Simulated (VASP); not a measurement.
Runs of VASP 6.6.1 on HfN. The structure is that of space group I-4m2 (No. 119), or close to it. The cells are those of the table. 

```tsv
cell	gap on the mesh (eV)	pressure (GPa)
a = 3.431, b = 3.431, c = 3.298 Å, angles 61.3, 61.3, 57.5°, 2 atoms	none	10.6
a = 3.517, b = 3.517, c = 3.645 Å, angles 58.8, 58.8, 62.4°, 2 atoms	none	-17.6
a = 3.473, b = 3.473, c = 3.558 Å, angles 59.2, 59.2, 61.6°, 2 atoms	none	(a)
a = 3.476, b = 3.476, c = 3.645 Å, angles 58.4, 58.4, 63.2°, 2 atoms	none	-14.1
a = 3.559, b = 3.559, c = 3.645 Å, angles 59.2, 59.2, 61.6°, 2 atoms	none	(b)
```

Alike in all rows: task single point; level PBEsol; potentials or basis VASP PAW PBE potentials, release 64 (Hf_pv, N); no spin polarisation; k mesh 16 × 16 × 16; cutoff (eV) 520; smearing gaussian 0.15 eV.

**Question.** Estimate the missing entries.

**Answer.** (a) -10.2; (b) -20.6.

Caveats: the PAW data sets were made with another functional, which shifts forces and pressure a little; spin-orbit coupling is left out, which moves the levels of the heavy elements.

A k mesh can miss the band edges, and the runs leave out spin-orbit coupling on Hf.

A gap of «none» marks levels without a gap at the run's occupations.
